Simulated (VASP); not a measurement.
# Si2B3 (P-4m2) in VASP: notebook

The runs below take Si2B3 through single point, relaxation of cell and atoms, with PBE.

Program: VASP 6.6.1. These are calculated values, not measurements. Logs are shortened: lines on timing, memory, paths and dates and some standing lists are left out, and cuts for length are marked.

## (1) The cell of the first run

It takes space group P-4m2 (No. 115, tetragonal). Conventional cell: a = 3.046 Å, b = 3.046 Å, c = 4.899 Å, α = 90.00°, β = 90.00°, γ = 90.00°. Within 2.8 Å of Si (site symmetry 2mm) lie 8 B at 2.13 to 2.77 Å and 4 Si at 2.69 Å. Within 2.5 Å of B (site symmetry 2mm) lie 2 B at 1.90 Å and 5 Si at 2.13 to 2.21 Å. Within 2.5 Å of B (site symmetry -4m2) lie 4 B at 1.90 Å and 4 Si at 2.24 Å.

## (2) Single point, PBE

INCAR reads:

```
PREC = Accurate
ENCUT = 500
EDIFF = 1E-6
ISMEAR = 0
SIGMA = 0.2
LREAL = F
LASPH = T
NELM = 120
ALGO = Normal
ISIF = 2
LWAVE = F
LCHARG = T
GGA = PE
LELF = T
LVHAR = T
NBANDS = 16
GGA_COMPAT = F
```

KPOINTS reads:

```
regular mesh
0
Gamma
  6 6 3
```

POSCAR reads:

```
Si2B3
1.0
    3.0462859106      0.0000000000      0.0000000000
    0.0000000000      3.0462859106      0.0000000000
    0.0000000000      0.0000000000      4.8986831388
Si B
2 3
Direct
    0.5000000000      0.0000000000      0.3346982184
    0.0000000000      0.5000000000      0.6653017816
    0.0000000000      0.5000000000      0.2315084687
    0.5000000000      0.0000000000      0.7684915313
    0.5000000000      0.5000000000      0.0000000000
```

Potentials or basis: VASP PAW PBE potentials, release 64 (Si, B).

Run with:

```
$ cat potpaw_PBE.64/Si/POTCAR potpaw_PBE.64/B/POTCAR > POTCAR
$ mpirun -np 1 vasp_std > vasp.out
```

OUTCAR:

```text
PREC = Accurate
   ENCUT = 500
   EDIFF = 1E-6
   ISMEAR = 0
   LREAL = F
   LASPH = T
   NELM = 120
   ISIF = 2
   GGA = PE

 ion  position               nearest neighbor table
   1  0.500  0.000  0.335-   4 2.13   3 2.21   3 2.21   3 2.21   3 2.21   5 2.24   5 2.24   2 2.69
                             2 2.69   2 2.69   2 2.69
   2  0.000  0.500  0.665-   3 2.13   4 2.21   4 2.21   4 2.21   4 2.21   5 2.24   5 2.24   1 2.69
                             1 2.69   1 2.69   1 2.69
   3  0.000  0.500  0.232-   5 1.90   5 1.90   2 2.13   1 2.21   1 2.21   1 2.21   1 2.21
   4  0.500  0.000  0.768-   5 1.90   5 1.90   1 2.13   2 2.21   2 2.21   2 2.21   2 2.21
   5  0.500  0.500  0.000-   3 1.90   4 1.90   4 1.90   3 1.90   1 2.24   1 2.24   2 2.24   2 2.24

  LATTYP: Found a simple tetragonal cell.
 ALAT       =     3.0462859106
 C/A-ratio  =     1.6080838380

  Lattice vectors:

 A1 = (   3.0462859106,   0.0000000000,   0.0000000000)
 A2 = (   0.0000000000,   3.0462859106,   0.0000000000)
 A3 = (   0.0000000000,   0.0000000000,   4.8986831388)

Analysis of symmetry for initial positions (statically):
=====================================================================
 Subroutine PRICEL returns:
 Original cell was already a primitive cell.

 Routine SETGRP: Setting up the symmetry group for a
 simple tetragonal supercell.

 Subroutine GETGRP returns: Found  8 space group operations
 (whereof  8 operations were pure point group operations)
 out of a pool of 16 trial point group operations.

The static configuration has the point symmetry D_2d.

Analysis of symmetry for dynamics (positions and initial velocities):
=====================================================================
 Subroutine PRICEL returns:
 Original cell was already a primitive cell.

 Routine SETGRP: Setting up the symmetry group for a
 simple tetragonal supercell.

 Subroutine GETGRP returns: Found  8 space group operations
 (whereof  8 operations were pure point group operations)
 out of a pool of 16 trial point group operations.

The dynamic configuration has the point symmetry D_2d.

 Subroutine INISYM returns: Found  8 space group operations
 (whereof  8 operations are pure point group operations),
 and found     1 'primitive' translations

----------------------------------------------------------------------------------------

                                     Primitive cell

  volume of cell :      45.4591

  direct lattice vectors                    reciprocal lattice vectors
[... 94 lines left out ...]
   ISIF   =      2    stress and relaxation
   ISYM   =      2    0-nonsym 1-usesym 2-fastsym
   POTIM  = 0.5000    time-step for ionic-motion
   TEBEG  =    0.0;   TEEND  =   0.0 temperature during run
   PSTRESS=    0.0 pullay stress
   NELECT =      17.0000    total number of electrons
   NUPDOWN=      -1.0000    fix difference up-down
   EMIN   =  10.00;   EMAX   =-10.00  energy-range for DOS
   EFERMI =   0.00;   METHOD = LEGACY
   ISMEAR =     0;   SIGMA  =   0.20  broadening in eV -4-tet -1-fermi 0-gaus
   EFERMI_NEDOS =   21; number of points for ismear=-14 and -15
   IALGO  =     38    algorithm
   IMIX   =      4    mixing-type and parameters
     AMIX     =   0.40;   BMIX     =  1.00
     AMIX_MAG =   1.60;   BMIX_MAG =  1.00
  volume/ion in A,a.u.               =       9.09        61.35
  Fermi-wavevector in a.u.,A,eV,Ry     =   1.179463  2.228862 18.927507  1.391132
  Thomas-Fermi vector in A             =   2.315773
   LORBIT       =      0    0 simple, 1 ext, 2 COOP (PROOUT), +10 PAW based schemes
   GGA     = PE    functional components
   LHFCALC =     F    Hartree Fock is set to
   AEXX    =    0.0000 exact exchange contribution
   IVDW    =     0    specifies the selected vdW correction
   LEPSILON=     F    determine dielectric tensor
   LRPA    =     F    only Hartree local field effects (RPA)
 non-spin polarized calculation
 Gauss-broadening in eV      SIGMA  =   0.20
  energy-cutoff  :      500.00
  volume of cell :       45.46
 maximum number of plane-waves:      1162
 NGX is ok and might be reduce to    24
   NGX = 11   NGY = 11   NGZ = 17

 number of electron      17.0000000 magnetization

 Free energy of the ion-electron system (eV)
  ---------------------------------------------------
  ext. energy  EPLUGINS =         0.00000000
  ---------------------------------------------------
  free energy    TOTEN  =       -28.24790811 eV

  energy without entropy =      -28.22843243  energy(sigma->0) =      -28.23817027

 E-fermi :  10.4066     XC(G=0): -11.9246

 val. band max:       10.3571493548   @ k =   0.3333   0.1667   0.0000
 cond. band min:      10.5028241015   @ k =   0.5000   0.0000   0.0000
 fundamental gap:      0.1456747467
 Fermi energy:        10.4065625787

 k-point     1 :       0.0000    0.0000    0.0000
  band No.  band energies     occupation
      1      -6.1627      2.00000
      2      -1.1714      2.00000
      3      -0.2144      2.00000
      4       5.9261      2.00000
      5       5.9261      2.00000
      6       9.2844      2.00000
[... 357 lines left out ...]
      3       1.4639      2.00000
      4       1.8476      2.00000
      5       2.5529      2.00000
      6       3.2155      2.00000
[... 8 lines left out ...]
     15      15.8584      0.00000
     16      20.1899      0.00000

------------------------ aborting loop because EDIFF is reached ----------------------------------------

  FORCE on cell =-STRESS in cart. coord.  units (eV):
  Direction    XX          YY          ZZ          XY          YZ          ZX
  --------------------------------------------------------------------------------------
  -------------------------------------------------------------------------------------
  Total        0.1606052      0.1606052     -0.2027891      0.0000000      0.0000000      0.0000000
  in kB        5.6604310      5.6604310     -7.1471780      0.0000000      0.0000000      0.0000000
  external PRESSURE =       1.3912280 kB  Pullay stress =       0.0000000 kB

 VOLUME and BASIS-vectors are now :
 -----------------------------------------------------------------------------
  energy-cutoff  :      500.00
  volume of cell :       45.46
      direct lattice vectors                 reciprocal lattice vectors
     3.046285911  0.000000000  0.000000000     0.328268596  0.000000000  0.000000000
     0.000000000  3.046285911  0.000000000     0.000000000  0.328268596  0.000000000
     0.000000000  0.000000000  4.898683139     0.000000000  0.000000000  0.204136494

 POSITION                                       TOTAL-FORCE (eV/Angst)
 -----------------------------------------------------------------------------------
      1.52314      0.00000      1.63958         0.000000     -0.000000     -0.007273
      0.00000      1.52314      3.25910         0.000000      0.000000      0.007273
      0.00000      1.52314      1.13409        -0.000000      0.000000     -0.001599
      1.52314      0.00000      3.76460         0.000000      0.000000      0.001599
      1.52314      1.52314      0.00000         0.000000      0.000000      0.000000
 -----------------------------------------------------------------------------------
    total drift:                                0.000000     -0.000000     -0.000000

  FREE ENERGIE OF THE ION-ELECTRON SYSTEM (eV)
  ---------------------------------------------------
  free  energy   TOTEN  =       -28.2479081099 eV

  energy  without entropy=      -28.2284324277  energy(sigma->0) =      -28.23817027
```

Run time: 12 s. Hardware: 1 thread of AMD EPYC 7R13 (Zen 3), shared host; peak memory 0.12 GiB.

Results:

- Free energy: -28.2479 eV
- Pressure: 0.1 GPa
- Largest force: 0.007 eV/Å

Forces in eV/Å, atoms in the order of the input:
```
Si   0.000  0.000 -0.007
Si   0.000  0.000  0.007
B    0.000  0.000 -0.002
B    0.000  0.000  0.002
B    0.000  0.000  0.000
```

Stress tensor (GPa, compression positive):
```
 0.57  0.00  0.00
 0.00  0.57  0.00
 0.00  0.00 -0.71
```

Caveat: the k points lie up to 0.43 Å⁻¹ apart.

## (3) Relaxation of cell and atoms, PBE

This run uses another cell than the first one, of 9.86 Å³/atom, 1.085 times its volume.

INCAR reads:

```
PREC = Accurate
ENCUT = 500
EDIFF = 1E-7
ISMEAR = 0
SIGMA = 0.2
LREAL = False
LASPH = True
NELM = 120
ALGO = Normal
ISIF = 3
LWAVE = False
LCHARG = False
GGA = PE
IBRION = 2
NSW = 36
EDIFFG = -0.08
GGA_COMPAT = False
NELMIN = 4
```

KPOINTS reads:

```
Automatic mesh
0
Gamma
  6 6 3
```

POSCAR reads:

```
Si2B3
1.0
    2.8893917200      0.0000000000      0.0000000000
    0.0000000000      2.8893917200      0.0000000000
    0.0000000000      0.0000000000      5.9060882900
Si B
2 3
Direct
    0.5000000000      0.0000000000      0.2621575700
    0.0000000000      0.5000000000      0.7378424300
    0.0000000000      0.5000000000      0.3652538100
    0.5000000000      0.0000000000      0.6347461900
    0.5000000000      0.5000000000      0.0000000000
```

Potentials or basis: VASP PAW PBE potentials, release 64 (Si, B).

Run with:

```
$ cat potpaw_PBE.64/Si/POTCAR potpaw_PBE.64/B/POTCAR > POTCAR
$ mpirun -np 1 vasp_std > vasp.out
```

It took 97 s on 1 thread of Intel Xeon 6975P-C (Granite Rapids), shared host; peak memory 0.17 GiB.

Results (log left out):

```
Free energy                            : -28.2493 eV
Relaxed volume                         : 9.08 Å³/atom
Relaxed cell                           : a = 3.049 Å, b = 3.049 Å, c = 4.884 Å, α = 90.00°, β = 90.00°, γ = 90.00°
Space group after relaxing (to 0.05 Å) : P-4m2 (No. 115)
Energy gained by relaxing              : 526.7 meV/atom
Ionic steps                            : 29
Pressure after relaxing                : 0.3 GPa
Largest force after relaxing           : 0.036 eV/Å
```

Forces on the atoms (eV/Å):
```
Si   0.000  0.000  0.036
Si   0.000  0.000 -0.036
B    0.000  0.000 -0.008
B    0.000  0.000  0.008
B    0.000  0.000  0.000
```

Stress tensor (GPa, compression positive):
```
0.31 0.00 0.00
0.00 0.31 0.00
0.00 0.00 0.41
```

The path:
| step | energy change (eV) | largest force (eV/Å) | pressure (GPa) | volume (Å³) |
| --- | --- | --- | --- | --- |
| 1 | 0.0000 | 0.5140 | 8.47 | 49.31 |
| 2 | -0.2316 | 0.2344 | -3.77 | 53.07 |
| 3 | -0.2339 | 0.2608 | -4.84 | 53.50 |
| 4 | -0.3271 | 0.4432 | -1.26 | 52.41 |
| 5 | -0.3492 | 0.6530 | 0.82 | 51.79 |
| 6 | -0.2760 | 1.2548 | 6.82 | 50.47 |
| 7 | -0.3508 | 0.7318 | 1.38 | 51.63 |
| 8 | -0.4148 | 0.2991 | 0.91 | 51.65 |
| 9 | -0.4148 | 0.3049 | 0.91 | 51.65 |
| 10 | -0.4265 | 0.2487 | -0.89 | 52.15 |
| 11 | -0.4304 | 0.2385 | -2.51 | 52.64 |
| 12 | -0.4360 | 0.2293 | -2.54 | 52.61 |
| 13 | -0.4541 | 0.2850 | -2.65 | 52.53 |
| 14 | -0.4992 | 0.4607 | -3.01 | 52.37 |
| 15 | -0.6445 | 0.9106 | -4.40 | 52.05 |
| 16 | -1.2040 | 1.6259 | -9.08 | 51.41 |
| 17 | -2.3007 | 0.3387 | -14.18 | 50.15 |
| 18 | -2.3007 | 0.6250 | -13.01 | 49.86 |
| 19 | -2.3163 | 0.3196 | -13.74 | 50.00 |
| 20 | -2.3236 | 0.3923 | -13.44 | 49.90 |
| 21 | -2.3344 | 0.6101 | -12.44 | 49.58 |
| 22 | -2.3453 | 0.6067 | -12.24 | 49.48 |
| 23 | -2.3770 | 0.5937 | -11.60 | 49.20 |
| 24 | -2.4358 | 0.5575 | -10.23 | 48.63 |
| 25 | -2.5325 | 0.4496 | -7.11 | 47.50 |
| 26 | -2.6237 | 0.1710 | 0.75 | 45.30 |
| 27 | -2.6242 | 0.1670 | 1.49 | 45.12 |
| 28 | -2.6281 | 0.1354 | 1.18 | 45.20 |
| 29 | -2.6334 | 0.0359 | 0.34 | 45.41 |

Final structure:
```
Si B
1.0
     3.04913    0.00000    0.00000
     0.00000    3.04913    0.00000
     0.00000    0.00000    4.88430
Si B
2 3
Cartesian
  1.5246 0.0000 1.6299
  0.0000 1.5246 3.2544
  0.0000 1.5246 1.1331
  1.5246 0.0000 3.7512
  1.5246 1.5246 4.8843
```

Levels at points of the mesh, in eV from the Fermi level:
| k point | band 4 | band 5 | band 6 | band 7 | band 8 | band 9 | band 10 | band 11 | band 12 |
| --- | --- | --- | --- | --- | --- | --- | --- | --- | --- |
| (0.00, 0.00, 0.00) | -4.51 | -4.51 | -1.14 | -0.15 | -0.15 | 0.52 | 1.08 | 2.51 | 3.37 |
| (0.50, 0.00, 0.00) | -7.43 | -7.33 | -6.58 | -2.44 | 0.07 | 2.86 | 3.09 | 3.67 | 4.50 |
| (0.50, 0.50, 0.00) | -8.26 | -7.24 | -5.25 | -5.25 | -4.13 | -3.04 | -3.04 | -2.73 | 1.01 |

Caveat: the k points lie up to 0.43 Å⁻¹ apart in the final cell; the relaxation stopped at a loose force limit of 0.08 eV/Å, so its end isn't a converged minimum.
